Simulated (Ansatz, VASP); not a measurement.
# Two plane-wave programs on Ti

File INCAR:

```
SYSTEM = Ti
PREC = Accurate ; ENCUT = 520
EDIFF = 1E-6 ; ISMEAR = 0
SIGMA = 0.15 ; LREAL = .FALSE.
LASPH = .TRUE. ; NELM = 80
ALGO = Fast ; ISIF = 2
LWAVE = .FALSE. ; LCHARG = .FALSE.
NBANDS = 12
```

The input KPOINTS:

```
Automatic mesh
0
G
  22 22 22
  0 0 0
```

POSCAR

```
Ti
1.0
   -1.8943961198      1.8943961198      1.2313574779
    1.8943961198     -1.8943961198      1.2313574779
    1.8943961198      1.8943961198     -1.2313574779
Ti
1
Direct
    0.0000000000      0.0000000000      0.0000000000
```

Input for Ansatz:

```yaml
crystal:
  lattice:
    - [-1.8943961198, 1.8943961198, 1.2313574779]
    - [1.8943961198, -1.8943961198, 1.2313574779]
    - [1.8943961198, 1.8943961198, -1.2313574779]
  atoms:
    - { symbol: Ti, position: [0.0, 0.0, 0.0] }
basis:
  ecutwfc: 420
kpoints:
  mp_grid: { grid: [22, 22, 22] }
hamiltonian:
  xc: lda
scf:
  occupations: { method: gaussian, width: 0.15 }
output:
  forces: true
  stress: true
  eigenvalues: true
```

Alike in both runs: task single point; functional LDA; k mesh 22 × 22 × 22; occupations gaussian, width 0.15 eV; no spin polarisation.

|  | VASP | Ansatz |
| --- | --- | --- |
| version | VASP 6.6.1 | Ansatz 0.2.0 |
| potentials or method | VASP PAW LDA potentials, release 64 (Ti_sv), cutoff 520 eV | scalar-relativistic, plane waves, PAW |
| valence electrons in the cell | 12 | 12 |

|  | VASP | Ansatz | Ansatz less VASP |
| --- | --- | --- | --- |
| gap on the k mesh at the Fermi level (eV) | none | none | - |
| pressure (GPa) | -9.2 | -9.1 | +0.04 |
| traceless stress, the component that is largest in VASP (GPa) | 11.51 | 11.42 | -0.090 |

LDA's correlation is that of Perdew and Zunger in VASP and of Perdew and Wang (1992) in Ansatz. A gap of «none» marks a metal or a gap that the smearing closes.
